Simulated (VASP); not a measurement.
# Si2W (I4/mmm) in VASP: notebook

Si2W is run at these levels: r2SCAN; tasks: single point.

Program: VASP 6.6.1. These are calculated values, not measurements. Logs are shortened: lines on timing, memory, paths and dates and some standing lists are left out, and cuts for length are marked.

## (1) The cell of the first run

Symmetry: I4/mmm, No. 139, tetragonal system. Conventional cell: a = 3.212 Å, b = 3.212 Å, c = 7.880 Å, α = 90.00°, β = 90.00°, γ = 90.00°. Within 3.5 Å of Si (site symmetry 4mm) lie 9 Si at 2.62 to 3.21 Å and 5 W at 2.62 Å. Within 3.5 Å of W (site symmetry 4/mmm) lie 10 Si at 2.62 Å and 4 W at 3.21 Å.

## (2) Single point, r2SCAN

The input, POSCAR:

```
Si2W
1.0
   -1.6060000000      1.6060000000      3.9400000000
    1.6060000000     -1.6060000000      3.9400000000
    1.6060000000      1.6060000000     -3.9400000000
Si W
2 1
Direct
    0.3330000000      0.3330000000      0.0000000000
    0.6670000000      0.6670000000      0.0000000000
    0.0000000000      0.0000000000      0.0000000000
```

The input, INCAR.step1:

```
PREC     = Accurate       # precision mode
ENCUT    = 520            # plane-wave cutoff, eV
ISMEAR   = 0              # smearing method
SIGMA    = 0.1            # smearing width, eV
LREAL    = False          # projectors in reciprocal space
LASPH    = True           # aspherical terms in the spheres
NELM     = 60             # most SCF steps
NBANDS   = 18             # bands
GGA      = PE             # functional
ALGO     = Normal         # electronic algorithm
EDIFF    = 1E-4           # SCF threshold, eV
LWAVE    = True           # write WAVECAR
LCHARG   = False          # write CHGCAR
```

The input, INCAR.step2:

```
PREC     = Accurate       # precision mode
ENCUT    = 520            # plane-wave cutoff, eV
EDIFF    = 1E-6           # SCF threshold, eV
ISMEAR   = 0              # smearing method
SIGMA    = 0.1            # smearing width, eV
LREAL    = False          # projectors in reciprocal space
LASPH    = True           # aspherical terms in the spheres
NELM     = 60             # most SCF steps
ALGO     = Normal         # electronic algorithm
ISIF     = 2              # what is computed and relaxed
LWAVE    = False          # write WAVECAR
LCHARG   = False          # write CHGCAR
METAGGA  = R2SCAN         # meta-GGA
LMIXTAU  = True         
NBANDS   = 18             # bands
ISTART   = 1
```

The input, KPOINTS:

```
Automatic mesh
0
Gamma
  8 8 8
```

Potentials or basis: VASP PAW PBE potentials, release 64 (Si, W_sv).

Started as:

```sh
cat potpaw_PBE.64/Si/POTCAR potpaw_PBE.64/W_sv/POTCAR > POTCAR
cp INCAR.step1 INCAR
mpirun -np 1 vasp_std > vasp.out
cp INCAR.step2 INCAR
mpirun -np 1 vasp_std > vasp.out
```

OUTCAR:

```text
PREC = Accurate
   ENCUT = 520
   EDIFF = 1E-6
   ISMEAR = 0
   LREAL = False
   LASPH = True
   NELM = 60
   ISIF = 2
   METAGGA = R2SCAN
   ISTART = 1

 ion  position               nearest neighbor table
   1  0.333  0.333  0.000-   2 2.62   2 2.62   2 2.62   2 2.62   3 2.62   3 2.62   3 2.62   3 2.62
                             3 2.62   2 2.63
   2  0.667  0.667  0.000-   1 2.62   1 2.62   1 2.62   1 2.62   3 2.62   3 2.62   3 2.62   3 2.62
                             3 2.62   1 2.63
   3  0.000  0.000  0.000-   1 2.62   2 2.62   2 2.62   1 2.62   2 2.62   2 2.62   2 2.62   1 2.62
                             1 2.62   1 2.62

  LATTYP: Found a body centered tetragonal cell.
 ALAT       =     3.2120000000
 C/A-ratio  =     2.4533001245

  Lattice vectors:

 A1 = (  -1.6060000000,   1.6060000000,   3.9400000000)
 A2 = (   1.6060000000,  -1.6060000000,   3.9400000000)
 A3 = (   1.6060000000,   1.6060000000,  -3.9400000000)

Analysis of symmetry for initial positions (statically):
=====================================================================
 Subroutine PRICEL returns:
 Original cell was already a primitive cell.

 Routine SETGRP: Setting up the symmetry group for a
 body centered tetragonal supercell.

 Subroutine GETGRP returns: Found 16 space group operations
 (whereof 16 operations were pure point group operations)
 out of a pool of 16 trial point group operations.

The static configuration has the point symmetry D_4h.

Analysis of symmetry for dynamics (positions and initial velocities):
=====================================================================
 Subroutine PRICEL returns:
 Original cell was already a primitive cell.

 Routine SETGRP: Setting up the symmetry group for a
 body centered tetragonal supercell.

 Subroutine GETGRP returns: Found 16 space group operations
 (whereof 16 operations were pure point group operations)
 out of a pool of 16 trial point group operations.

The dynamic configuration has the point symmetry D_4h.

 Subroutine INISYM returns: Found 16 space group operations
 (whereof 16 operations are pure point group operations),
 and found     1 'primitive' translations

----------------------------------------------------------------------------------------

                                     Primitive cell

  volume of cell :      40.6488

[... 83 lines left out ...]
   ICHARG =      0    charge: 1-file 2-atom 10-const
   ISPIN  =      1    spin polarized calculation?
   LNONCOLLINEAR =      F non collinear calculations
   LSORBIT =      F    spin-orbit coupling
   LASPH  =      T    aspherical Exc in radial PAW
   ENCUT  =  520.0 eV  38.22 Ry    6.18 a.u.   8.46  8.46  8.46*2*pi/ulx,y,z
   NELM   =     60;   NELMIN=  2; NELMDL=  0     # of ELM steps
   EDIFF  = 0.1E-05   stopping-criterion for ELM
   LREAL  =      F    real-space projection
   EDIFFG = 0.1E-04   stopping-criterion for IOM
   NSW    =      0    number of steps for IOM
   IBRION =     -1    ionic relax: 0-MD 1-quasi-New 2-CG
   NFREE  =      0    steps in history (QN), initial steepest desc. (CG)
   ISIF   =      2    stress and relaxation
   ISYM   =      2    0-nonsym 1-usesym 2-fastsym
   POTIM  = 0.5000    time-step for ionic-motion
   TEBEG  =    0.0;   TEEND  =   0.0 temperature during run
   PSTRESS=    0.0 pullay stress
   NELECT =      22.0000    total number of electrons
   NUPDOWN=      -1.0000    fix difference up-down
   EMIN   =  10.00;   EMAX   =-10.00  energy-range for DOS
   EFERMI =   0.00;   METHOD = LEGACY
   ISMEAR =     0;   SIGMA  =   0.10  broadening in eV -4-tet -1-fermi 0-gaus
   EFERMI_NEDOS =   21; number of points for ismear=-14 and -15
   IALGO  =     38    algorithm
   IMIX   =      4    mixing-type and parameters
     AMIX     =   0.40;   BMIX     =  1.00
     AMIX_MAG =   1.60;   BMIX_MAG =  1.00
  volume/ion in A,a.u.               =      13.55        91.44
  Fermi-wavevector in a.u.,A,eV,Ry     =   1.334136  2.521151 24.217250  1.779918
  Thomas-Fermi vector in A             =   2.462940
   LORBIT       =      0    0 simple, 1 ext, 2 COOP (PROOUT), +10 PAW based schemes
   METAGGA = R2SCAN    functional components
   LHFCALC =     F    Hartree Fock is set to
   AEXX    =    0.0000 exact exchange contribution
   IVDW    =     0    specifies the selected vdW correction
   LEPSILON=     F    determine dielectric tensor
   LRPA    =     F    only Hartree local field effects (RPA)
 non-spin polarized calculation
 Gauss-broadening in eV      SIGMA  =   0.10
  energy-cutoff  :      520.00
  volume of cell :       40.65
 maximum number of plane-waves:      1116
 NGX is ok and might be reduce to    36

 number of electron      21.9999999 magnetization

 Free energy of the ion-electron system (eV)
  ---------------------------------------------------
  ext. energy  EPLUGINS =         0.00000000
  ---------------------------------------------------
  free energy    TOTEN  =       -69.80488690 eV

  energy without entropy =      -69.80327828  energy(sigma->0) =      -69.80408259

 E-fermi :  11.7505     XC(G=0): -13.4804

 val. band max:       11.6551022580   @ k =  -0.2500  -0.3750   0.2500
 cond. band min:      11.7652250822   @ k =  -0.3750   0.5000   0.3750
 fundamental gap:      0.1101228242
 Fermi energy:        11.7505449423

 k-point     1 :       0.0000    0.0000    0.0000
  band No.  band energies     occupation
      1     -63.9096      2.00000
      2     -27.5542      2.00000
      3     -27.4897      2.00000
      4     -27.4897      2.00000
      5      -2.9788      2.00000
      6       4.6770      2.00000
[... 481 lines left out ...]
      5       1.7616      2.00000
      6       2.1816      2.00000
[... 10 lines left out ...]
     17      19.1262      0.00000
     18      20.6910      0.00000

 [... further k-points ...]
[... 5 lines left out ...]
  --------------------------------------------------------------------------------------
  -------------------------------------------------------------------------------------
  Total       -0.2197323     -0.2197323     -1.5372258      0.0000000      0.0000000     -0.0000000
  in kB       -8.6607847     -8.6607847    -60.5900009      0.0000000      0.0000000     -0.0000000
  external PRESSURE =     -25.9705235 kB  Pullay stress =       0.0000000 kB

 VOLUME and BASIS-vectors are now :
 -----------------------------------------------------------------------------
  energy-cutoff  :      520.00
  volume of cell :       40.65
      direct lattice vectors                 reciprocal lattice vectors
    -1.606000000  1.606000000  3.940000000     0.000000000  0.311332503  0.126903553
     1.606000000 -1.606000000  3.940000000     0.311332503  0.000000000  0.126903553
     1.606000000  1.606000000 -3.940000000     0.311332503  0.311332503  0.000000000

 POSITION                                       TOTAL-FORCE (eV/Angst)
 -----------------------------------------------------------------------------------
      0.00000      0.00000      2.62404        -0.000000     -0.000000      0.352273
      0.00000      0.00000      5.25596         0.000000      0.000000     -0.352273
      0.00000      0.00000      0.00000        -0.000000     -0.000000      0.000000
 -----------------------------------------------------------------------------------
    total drift:                                0.000000      0.000000     -0.000000

  FREE ENERGIE OF THE ION-ELECTRON SYSTEM (eV)
  ---------------------------------------------------
  free  energy   TOTEN  =       -69.8048869000 eV

  energy  without entropy=      -69.8032782762  energy(sigma->0) =      -69.80408259
```

OUTCAR.step1:

```text
PREC = Accurate
   ENCUT = 520
   ISMEAR = 0
   LREAL = False
   LASPH = True
[... 733 lines left out ...]
      0.00000      0.00000      2.62404        -0.000000     -0.000000      0.249188
      0.00000      0.00000      5.25596         0.000000      0.000000     -0.249188
      0.00000      0.00000      0.00000         0.000000      0.000000      0.000000
 -----------------------------------------------------------------------------------
    total drift:                                0.000000      0.000000     -0.000000

  FREE ENERGIE OF THE ION-ELECTRON SYSTEM (eV)
  ---------------------------------------------------
  free  energy   TOTEN  =       -24.8084857367 eV

  energy  without entropy=      -24.8061400723  energy(sigma->0) =      -24.80731290
```

OSZICAR.step1:

```text
N       E                     dE             d eps       ncg     rms          rms(c)
DAV:   1     0.130844319200E+03    0.13084E+03   -0.10867E+04  2124   0.124E+03
DAV:   2    -0.212829850188E+02   -0.15213E+03   -0.14830E+03  2424   0.322E+02
DAV:   3    -0.256435080748E+02   -0.43605E+01   -0.42982E+01  2656   0.494E+01
DAV:   4    -0.256830961183E+02   -0.39588E-01   -0.39537E-01  2508   0.487E+00
DAV:   5    -0.256835273158E+02   -0.43120E-03   -0.43118E-03  2552   0.546E-01    0.250E+01
DAV:   6    -0.249154532229E+02    0.76807E+00   -0.36492E+00  2272   0.134E+01    0.852E+00
DAV:   7    -0.248328912950E+02    0.82562E-01   -0.27372E-01  2272   0.288E+00    0.464E+00
DAV:   8    -0.248089984839E+02    0.23893E-01   -0.49951E-02  2368   0.176E+00    0.338E-01
DAV:   9    -0.248085784451E+02    0.42004E-03   -0.10809E-03  2460   0.269E-01    0.202E-01
DAV:  10    -0.248084857367E+02    0.92708E-04   -0.28862E-04  2334   0.147E-01
   1 F= -.24808486E+02 E0= -.24807313E+02  d E =-.234566E-02
```

Wall time 89 s (1 thread of Intel Xeon 6975P-C (Granite Rapids), shared host); peak memory 0.24 GiB.

What came out:

| Item | Value |
| --- | --- |
| Free energy | -69.8049 eV |
| Pressure | -2.6 GPa |
| Largest force | 0.352 eV/Å |
| Band gap on the k mesh | zero (band 11 reaches 12.63 eV, above the bottom of band 12 at 11.32 eV) |

Forces on the atoms (eV/Å):
```
Si   0.000  0.000  0.352
Si   0.000  0.000 -0.352
W    0.000  0.000  0.000
```

Caveat: the PAW data sets were made with another functional, which shifts forces and pressure a little; spin-orbit coupling is left out, which moves the levels of the heavy elements.

## (3) Single point, r2SCAN (biaxial strain in the a-b plane: +4.5 %, then relaxed in part)

The input, POSCAR:

```
Si2W
1.0
    3.3558012921      0.0000000000      0.0000000000
    0.0000000000      3.3558012921      0.0000000000
    0.0000000000      0.0000000000      7.7051819706
Si W
4 2
Direct
    0.0000000000      0.0000000000      0.3357874833
    0.5000000000      0.5000000000      0.1642125167
    0.5000000000      0.5000000000      0.8357874833
    0.0000000000      0.0000000000      0.6642125167
    0.0000000000      0.0000000000      0.0000000000
    0.5000000000      0.5000000000      0.5000000000
```

The input, INCAR.step1:

```
  PREC = Accurate
  ENCUT = 520
  ISMEAR = 0
  SIGMA = 0.1
  LREAL = False
  LASPH = True
  NELM = 80
  NBANDS = 31
  GGA = PE
  ALGO = Normal
  EDIFF = 1E-4
  LWAVE = True
  LCHARG = False
```

The input, INCAR.step2:

```
  PREC = Accurate
  ENCUT = 520
  EDIFF = 1E-6
  ISMEAR = 0
  SIGMA = 0.1
  LREAL = False
  LASPH = True
  NELM = 80
  ALGO = Normal
  ISIF = 2
  LWAVE = False
  LCHARG = False
  METAGGA = R2SCAN
  LMIXTAU = True
  NBANDS = 31
  ISTART = 1
```

The input, KPOINTS:

```
Automatic mesh
0
Gamma
  12 12 6
```

Potentials or basis: VASP PAW PBE potentials, release 64 (Si, W_sv).

Started as:

```sh
cat potpaw_PBE.64/Si/POTCAR potpaw_PBE.64/W_sv/POTCAR > POTCAR
cp INCAR.step1 INCAR
mpirun -np 1 vasp_std > vasp.out
cp INCAR.step2 INCAR
mpirun -np 1 vasp_std > vasp.out
```

It took 11 min on 1 thread of Intel Xeon 6975P-C, shared host; peak memory 0.38 GiB.

It converged, with:

| Item | Value |
| --- | --- |
| Free energy | -139.1553 eV |
| Pressure | -13.0 GPa |
| Largest force | 0.007 eV/Å |
| Band gap on the k mesh | zero (band 22 reaches 11.28 eV, above the bottom of band 23 at 10.47 eV) |

Forces on the atoms (eV/Å):
```
Si   0.000  0.000 -0.007
Si   0.000  0.000  0.007
Si   0.000  0.000 -0.007
Si   0.000  0.000  0.007
W    0.000  0.000  0.000
W    0.000  0.000  0.000
```

Stress tensor (GPa, compression positive):
```
-19.54   0.00   0.00
  0.00 -19.54   0.00
  0.00   0.00   0.03
```

Levels at points of the mesh, in eV from the Fermi level:
| k point | band 20 | band 21 | band 22 | band 23 | band 24 | band 25 |
| --- | --- | --- | --- | --- | --- | --- |
| (0.00, 0.00, 0.00) | -1.17 | -0.26 | -0.26 | 0.38 | 0.60 | 2.42 |
| (0.50, 0.00, 0.00) | -1.86 | -0.75 | -0.75 | 2.38 | 2.38 | 3.11 |
| (0.50, 0.50, 0.00) | -2.60 | -1.90 | -1.90 | 2.84 | 2.84 | 2.93 |
| (0.00, 0.00, 0.50) | -1.84 | 0.49 | 0.49 | 1.46 | 1.46 | 1.46 |
| (0.50, 0.00, 0.50) | -2.34 | -0.40 | -0.40 | 2.54 | 2.54 | 2.68 |
| (0.50, 0.50, 0.50) | -2.21 | -2.21 | -2.21 | 0.59 | 0.59 | 2.84 |

Caveat: the cell differs from its parent crystal (biaxial strain in the a-b plane: +4.5 %, then relaxed in part); the PAW data sets were made with another functional, which shifts forces and pressure a little; spin-orbit coupling is left out, which moves the levels of the heavy elements.

## (4) Single point, r2SCAN

This run uses another cell than the first one, of 13.41 Å³/atom, 0.990 times its volume.

The input, POSCAR:

```
Si2W
1.0
   -1.6056465512      1.6056465512      3.9023080983
    1.6056465512     -1.6056465512      3.9023080983
    1.6056465512      1.6056465512     -3.9023080983
Si W
2 1
Direct
    0.3348248948      0.3348248948      0.0000000000
    0.6651751052      0.6651751052      0.0000000000
    0.0000000000      0.0000000000      0.0000000000
```

The input, INCAR.step1:

```
SYSTEM = Si2W
PREC = Accurate
ENCUT = 520
ISMEAR = 0
SIGMA = 0.1
LREAL = .FALSE.
LASPH = .TRUE.
NELM = 100
NBANDS = 18
GGA = PE
ALGO = Normal
EDIFF = 1E-4
LWAVE = .TRUE.
LCHARG = .FALSE.
```

The input, INCAR.step2:

```
SYSTEM = Si2W
PREC = Accurate
ENCUT = 520
EDIFF = 1E-7
ISMEAR = 0
SIGMA = 0.1
LREAL = .FALSE.
LASPH = .TRUE.
NELM = 100
ALGO = Normal
ISIF = 2
LWAVE = .FALSE.
LCHARG = .TRUE.
METAGGA = R2SCAN
LMIXTAU = .TRUE.
LELF = .TRUE.
LVHAR = .TRUE.
NBANDS = 18
ISTART = 1
```

The input, KPOINTS:

```
Automatic mesh
0
G
  18 18 18
  0 0 0
```

Started as:

```sh
cat potpaw_PBE.64/Si/POTCAR potpaw_PBE.64/W_sv/POTCAR > POTCAR
cp INCAR.step1 INCAR
mpirun -np 1 vasp_std > vasp.out
cp INCAR.step2 INCAR
mpirun -np 1 vasp_std > vasp.out
```

It took 23 min on 1 thread of Intel Xeon 6975P-C, shared host; peak memory 0.47 GiB.

The run converged. Its results:

```
Free energy            : -69.8163 eV
Pressure               : 0.3 GPa
Largest force          : 0.009 eV/Å
Band gap on the k mesh : zero (band 11 reaches 12.72 eV, above the bottom of band 12 at 11.42 eV)
```

Forces on the atoms (eV/Å):
```
Si   0.000  0.000 -0.009
Si   0.000  0.000  0.009
W    0.000  0.000  0.000
```

Stress tensor (GPa, compression positive):
```
0.35 0.00 0.00
0.00 0.35 0.00
0.00 0.00 0.08
```

Levels at points of the mesh, in eV from the Fermi level:
```csv
k point,band 8,band 9,band 10,band 11,band 12,band 13,band 14,band 15
"(0.00, 0.00, 0.00)",-3.41,-3.06,-3.06,0.59,3.03,3.16,3.18,3.18
"(0.50, 0.00, 0.00)",-5.23,-3.02,-2.88,-0.50,2.92,2.99,4.20,4.83
"(0.50, 0.50, 0.00)",-5.69,-5.34,-3.47,-2.01,3.06,3.28,3.42,4.19
"(0.50, 0.50, 0.50)",-2.69,-0.97,-0.97,-0.54,-0.54,0.78,4.92,5.58
```

Caveat: the PAW data sets were made with another functional, which shifts forces and pressure a little; spin-orbit coupling is left out, which moves the levels of the heavy elements.

## (5) Single point, r2SCAN

This run uses another cell than the first one: it holds 6 atoms, not 3.

The input, POSCAR:

```
Si2W
1.0
    3.2112931025      0.0000000000      0.0000000000
    0.0000000000      3.2112931025      0.0000000000
    0.0000000000      0.0000000000      7.8046161967
Si W
4 2
Direct
    0.0000000000      0.0000000000      0.3348248948
    0.5000000000      0.5000000000      0.1651751052
    0.5000000000      0.5000000000      0.8348248948
    0.0000000000      0.0000000000      0.6651751052
    0.0000000000      0.0000000000      0.0000000000
    0.5000000000      0.5000000000      0.5000000000
```

Edit INCAR.step1 of step 4 so:

```diff
@@ -7,4 +7,4 @@
 LASPH = .TRUE.
-NELM = 100
-NBANDS = 18
+NELM = 60
+NBANDS = 31
 GGA = PE
```

The input, INCAR.step2:

```
SYSTEM = Si2W
PREC = Accurate
ENCUT = 520
EDIFF = 1E-6
ISMEAR = 0
SIGMA = 0.1
LREAL = .FALSE.
LASPH = .TRUE.
NELM = 60
ALGO = Normal
ISIF = 2
LWAVE = .FALSE.
LCHARG = .TRUE.
METAGGA = R2SCAN
LMIXTAU = .TRUE.
LELF = .TRUE.
LVHAR = .TRUE.
NBANDS = 31
ISTART = 1
```

The input, KPOINTS:

```
Automatic mesh
0
G
  12 12 6
  0 0 0
```

Started as:

```sh
cat potpaw_PBE.64/Si/POTCAR potpaw_PBE.64/W_sv/POTCAR > POTCAR
cp INCAR.step1 INCAR
mpirun -np 1 vasp_std > vasp.out
cp INCAR.step2 INCAR
mpirun -np 1 vasp_std > vasp.out
```

Run time: 20 min. Hardware: 1 thread of AMD EPYC 7R13, shared host; peak memory 0.32 GiB.

Results (log left out):

```yaml
Free_energy: -139.6294 eV
Pressure: 0.3 GPa
Largest_force: 0.012 eV/Å
Band_gap_on_the_k_mesh: zero (band 22 reaches 12.72 eV, above the bottom of band 23 at 11.49 eV)
```

Forces in eV/Å, atoms in the order of the input:
```
Si   0.000  0.000 -0.012
Si   0.000  0.000  0.012
Si   0.000  0.000 -0.012
Si   0.000  0.000  0.012
W    0.000  0.000  0.000
W    0.000  0.000  0.000
```

Stress tensor (GPa, compression positive):
```
0.36 0.00 0.00
0.00 0.36 0.00
0.00 0.00 0.10
```

Levels at points of the mesh, in eV from the Fermi level:
| k point | band 18 | band 19 | band 20 | band 21 | band 22 | band 23 | band 24 | band 25 | band 26 | band 27 |
| --- | --- | --- | --- | --- | --- | --- | --- | --- | --- | --- |
| (0.00, 0.00, 0.00) | -2.72 | -1.00 | -1.00 | -0.57 | -0.57 | 0.56 | 0.75 | 3.01 | 3.13 | 3.16 |
| (0.50, 0.00, 0.00) | -2.99 | -2.84 | -2.84 | -0.80 | -0.80 | 2.29 | 2.29 | 3.22 | 3.22 | 3.93 |
| (0.50, 0.50, 0.00) | -5.36 | -3.50 | -3.50 | -2.03 | -2.03 | 3.03 | 3.03 | 3.26 | 3.26 | 3.39 |
| (0.00, 0.00, 0.50) | -2.49 | -2.49 | -2.49 | 0.65 | 0.65 | 1.58 | 1.58 | 1.58 | 1.58 | 1.88 |
| (0.50, 0.00, 0.50) | -3.05 | -2.91 | -2.91 | -0.53 | -0.53 | 2.90 | 2.90 | 2.97 | 2.97 | 4.17 |
| (0.50, 0.50, 0.50) | -3.26 | -2.68 | -2.68 | -2.68 | -2.68 | 0.26 | 0.26 | 3.26 | 3.26 | 3.93 |

Caveat: the PAW data sets were made with another functional, which shifts forces and pressure a little; spin-orbit coupling is left out, which moves the levels of the heavy elements.

## (6) The runs side by side

| cell | k mesh | gap on the mesh (eV) | pressure (GPa) | largest force (eV/Å) |
| --- | --- | --- | --- | --- |
| a = 4.548 Å, angles 138.6, 138.6, 59.9°, 3 atoms | 8 × 8 × 8 | none | -2.6 | 0.35 |
| a = 3.356, b = 3.356, c = 7.705 Å, 6 atoms | 12 × 12 × 6 | none | -13.0 | 0.01 |
| a = 4.515 Å, angles 138.3, 138.3, 60.4°, 3 atoms | 18 × 18 × 18 | none | 0.3 | 0.01 |
| a = 3.211, b = 3.211, c = 7.805 Å, 6 atoms | 12 × 12 × 6 | none | 0.3 | 0.01 |

Alike in all rows: task single point; level r2SCAN; potentials or basis VASP PAW PBE potentials, release 64 (Si, W_sv); no spin polarisation; cutoff (eV) 520; smearing gaussian 0.1 eV.

Caveats: the PAW data sets were made with another functional, which shifts forces and pressure a little; spin-orbit coupling is left out, which moves the levels of the heavy elements.

Absolute energies hang on the potentials; compare differences alone.
